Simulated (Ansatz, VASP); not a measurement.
# CaO: VASP beside Ansatz

The input POSCAR:

```
CaO
1.0
    3.3199366430      0.0000000000      0.0000000000
   -1.6599683215      2.8751494718      0.0000000000
    0.0000000000      0.0000000000      5.8143085412
Ca O
2 2
Direct
    0.0000000000      0.0000000000      0.0000000000
    0.0000000000      0.0000000000      0.5000000000
    0.3333333333      0.6666666667      0.2500000000
    0.6666666667      0.3333333333      0.7500000000
```

File INCAR.step1:

```
SYSTEM = CaO
  ALGO = Normal
  EDIFF = 1E-4
  ENCUT = 520
  GGA = PE
  ISMEAR = 0
  LASPH = .TRUE.
  LCHARG = .FALSE.
  LREAL = .FALSE.
  LWAVE = .TRUE.
  NBANDS = 24
  NELM = 80
  PREC = Accurate
  SIGMA = 0.01
```

Contents of INCAR.step2:

```
SYSTEM = CaO
  ALGO = Normal
  EDIFF = 1E-6
  ENCUT = 520
  ISIF = 2
  ISMEAR = 0
  ISTART = 1
  LASPH = .TRUE.
  LCHARG = .FALSE.
  LMIXTAU = .TRUE.
  LREAL = .FALSE.
  LWAVE = .FALSE.
  METAGGA = R2SCAN
  NBANDS = 24
  NELM = 80
  PREC = Accurate
  SIGMA = 0.01
```

Contents of KPOINTS:

```
k-points
0
G
  12 12 4
  0 0 0
```

Input for Ansatz:

```yaml
crystal:
  lattice:
    - [3.319936643, 0.0, 0.0]
    - [-1.6599683215, 2.8751494718, 0.0]
    - [0.0, 0.0, 5.8143085412]
  atoms:
    - { symbol: Ca, position: [0.0, 0.0, 0.0] }
    - { symbol: Ca, position: [0.0, 0.0, 0.5] }
    - { symbol: O, position: [0.3333333333, 0.6666666667, 0.25] }
    - { symbol: O, position: [0.6666666667, 0.3333333333, 0.75] }
kpoints:
  mp_grid: { grid: [12, 12, 4] }
  band_path:
    path:
      - [0.0, 0.0, 0.0]
      - [0.5, 0.0, 0.0]
      - [0.3333333333, 0.3333333333, 0.0]
      - [0.0, 0.0, 0.5]
      - [0.5, 0.0, 0.5]
      - [0.3333333333, 0.3333333333, 0.5]
    npoints: 1
hamiltonian:
  xc: r2scan
scf:
  occupations: { method: fixed }
  n_extra_bands: 5
output:
  forces: true
  stress: true
  eigenvalues: true
```

Alike in both runs: task single point; functional r2SCAN; k mesh 12 × 12 × 4; no spin polarisation.

|  | VASP | Ansatz |
| --- | --- | --- |
| version | VASP 6.6.1 | Ansatz 0.2.0 |
| potentials or method | VASP PAW PBE potentials, release 64 (Ca_sv, O) | plane waves, PAW |
| plane-wave cutoff (eV) | 520 | 500 |
| occupations | gaussian, width 0.01 eV | fixed |
| valence electrons in the cell | 32 | 32 |

|  | VASP | Ansatz | Ansatz less VASP |
| --- | --- | --- | --- |
| gap on the k mesh at the Fermi level (eV) | 4.40 | 4.41 | +0.004 |
| pressure (GPa) | 1.1 | 0.0 | -1.05 |
| traceless stress, the component that is largest in VASP (GPa) | 0.14 | 0.00 | -0.137 |

VASP's potentials were made for PBE, not for r2SCAN.
